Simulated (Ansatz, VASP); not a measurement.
# CuI in VASP and in Ansatz

```
Cu I
1.0
     0.00000    3.01204    3.01204
     3.01204    0.00000    3.01204
     3.01204    3.01204    0.00000
Cu I
1 1
Direct
  0.25000 0.25000 0.25000
  0.00000 0.00000 0.00000
```

Alike in both runs: task single point; functional PBE-based screened hybrid; k mesh 4 × 4 × 4; no spin polarisation.

|  | VASP | Ansatz |
| --- | --- | --- |
| version | VASP 6.6.1 | Ansatz 0.2.0 |
| potentials or method | VASP PAW PBE potentials, release 64 (Cu, I) | plane waves |
| plane-wave cutoff (eV) | 520 | 420 |
| occupations | gaussian, width 0.01 eV | fixed |
| valence electrons in the cell | 18 | 36 |

|  | VASP | Ansatz | Ansatz less VASP |
| --- | --- | --- | --- |
| gap on the k mesh at the Fermi level (eV) | 1.68 | 1.69 | +0.007 |
| pressure (GPa) | 1.4 | 1.5 | +0.06 |

VASP's potentials were made for PBE, not for PBE-based screened hybrid. VASP's potentials hold 18 valence electrons a cell and Ansatz's 36, so a difference there can come from the potentials and not from the codes. Ansatz's warnings: stress exchange threshold loose, stress scf threshold loose.

The k mesh is coarse, so the values compare programs but aren't converged. Spin-orbit coupling is off throughout.
